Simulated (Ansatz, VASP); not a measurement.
# One calculation of ZnO, two programs

```
CELL_PARAMETERS angstrom
3.28797 0.00000 0.00000
-1.64398 2.84746 0.00000
0.00000 0.00000 6.91653
ATOMIC_POSITIONS crystal
Zn 0.00000 0.00000 0.75000
Zn 0.00000 0.00000 0.25000
O 0.33333 0.66667 0.25000
O 0.66667 0.33333 0.75000
```

Change from the starting cell: strain +0.000 along x and y, -0.030 along z, atoms carried along.

Alike in both runs: task single point; functional PBEsol; k mesh 9 × 9 × 4; occupations gaussian, width 0.05 eV; no spin polarisation.

|  | VASP | Ansatz |
| --- | --- | --- |
| version | VASP 6.6.1 | Ansatz 0.2.0 |
| potentials or method | VASP PAW PBE potentials, release 64 (Zn, O), cutoff 520 eV | scalar-relativistic, plane waves, PAW |
| valence electrons in the cell | 36 | 36 |

Ansatz gave:

- gap on the k mesh at the Fermi level (eV): 0.71
- least direct gap on the mesh (eV): 0.71
- pressure (GPa): -4.6
- traceless stress, the component that is largest in VASP (GPa): 3.81

Q: Estimate VASP's values.

A: gap on the k mesh at the Fermi level (eV): 0.71; least direct gap on the mesh (eV): 0.71; pressure (GPa): -3.9; traceless stress, the component that is largest in VASP (GPa): 3.03.

VASP's potentials were made for PBE, not for PBEsol. With one functional, cell and mesh, what is left measures potentials, basis and numerics.
